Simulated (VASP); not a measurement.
Here is a VASP 6.6.1 calculation.

The input INCAR:

```
ALGO = Fast ; EDIFF = 1E-6
ENCUT = 520 ; GGA = CA
GGA_COMPAT = False ; ISIF = 2
ISMEAR = -1 ; LASPH = True
LCHARG = True ; LNONCOLLINEAR = True
LORBIT = 11 ; LORBMOM = True
LREAL = False ; LSORBIT = True
LVHAR = True ; LWAVE = False
MAGMOM = 0 0 0 ; NBANDS = 25
NELM = 150 ; PREC = Accurate
SIGMA = 0.05
```

Contents of KPOINTS:

```
k-points
0
Gamma
  7 7 7
```

Contents of POSCAR:

```
Pb
1.0
    0.0000000000      2.4750200000      2.4750200000
    2.4750200000      0.0000000000      2.4750200000
    2.4750200000      2.4750200000      0.0000000000
Pb
1
Direct
    0.0000000000      0.0000000000      0.0000000000
```

Potentials or basis: VASP PAW LDA potentials, release 64 (Pb_d).

Command:

```bash
$ cat potpaw_LDA.64/Pb_d/POTCAR > POTCAR
$ mpirun -np 1 vasp_ncl > vasp.out
```

Problem. Estimate the pressure.

Solution. -1.6 GPa.

Problem. Predict the net moment.

Solution. 0.00 μB per cell.

Moments on the atoms (μB; x, y, z):
```
Pb  0.00 0.00 0.00
```
